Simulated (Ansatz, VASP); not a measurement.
## Two plane-wave programs on ZnCd3O4

Contents of INCAR:

```
SYSTEM = ZnCd3O4
ALGO = Normal
EDIFF = 1E-6
ENCUT = 600
GGA = PE
GGA_COMPAT = .FALSE.
ISIF = 2
ISMEAR = 0
LASPH = .TRUE.
LCHARG = .TRUE.
LELF = .TRUE.
LREAL = .FALSE.
LVHAR = .TRUE.
LWAVE = .FALSE.
NBANDS = 58
NELM = 120
PREC = Accurate
SIGMA = 0.1
```

KPOINTS

```
k-points
0
G
  6 6 2
  0 0 0
```

Contents of POSCAR:

```
ZnCd3O4
1.0
    3.5171179000      0.0000000000      0.0000000000
    0.0000000000      3.5171179000      0.0000000000
    0.0000000000      0.0000000000     10.1020988000
Zn Cd O
1 3 4
Direct
    0.5000000000      0.5000000000      0.0000000000
    0.0000000000      0.0000000000      0.7668010000
    0.0000000000      0.0000000000      0.2331990000
    0.5000000000      0.5000000000      0.5000000000
    0.5000000000      0.0000000000      0.9004830000
    0.0000000000      0.5000000000      0.0995170000
    0.5000000000      0.0000000000      0.3665610000
    0.0000000000      0.5000000000      0.6334390000
```

Input for Ansatz:

```yaml
crystal:
  lattice:
    - [3.5171179, 0.0, 0.0]
    - [0.0, 3.5171179, 0.0]
    - [0.0, 0.0, 10.1020988]
  atoms:
    - { symbol: Zn, position: [0.5, 0.5, 0.0] }
    - { symbol: Cd, position: [0.0, 0.0, 0.766801] }
    - { symbol: Cd, position: [0.0, 0.0, 0.233199] }
    - { symbol: Cd, position: [0.5, 0.5, 0.5] }
    - { symbol: O, position: [0.5, 0.0, 0.900483] }
    - { symbol: O, position: [0.0, 0.5, 0.099517] }
    - { symbol: O, position: [0.5, 0.0, 0.366561] }
    - { symbol: O, position: [0.0, 0.5, 0.633439] }
basis:
  ecutwfc: 420
kpoints:
  mp_grid: { grid: [6, 6, 2] }
hamiltonian:
  xc: pbe
scf:
  occupations: { method: gaussian, width: 0.1 }
  lower_state_search: "off"
output:
  forces: true
  stress: true
  eigenvalues: true
```

Alike in both runs: task single point; functional PBE; k mesh 6 × 6 × 2; occupations gaussian, width 0.1 eV; no spin polarisation.

```csv
,VASP,Ansatz
version,VASP 6.6.1,Ansatz 0.2.0
potentials or method,"VASP PAW PBE potentials, release 64 (Zn, Cd_sv_GW, O), cutoff 600 eV","scalar-relativistic, plane waves, PAW"
valence electrons in the cell,96,96
```

Ansatz gave:

```
gap on the k mesh at the Fermi level (eV) : none
pressure (GPa)                            : 0.0
rms of the force components (eV/Å)        : 0.001
```

Which values does VASP return?

gap on the k mesh at the Fermi level (eV): none; pressure (GPa): -0.3; rms of the force components (eV/Å): 0.011.

Atom by atom the forces differ by 0.010 eV/Å (rms over components). A gap of «none» marks a metal or a gap that the smearing closes. With one functional, cell and mesh, what is left measures potentials, basis and numerics.
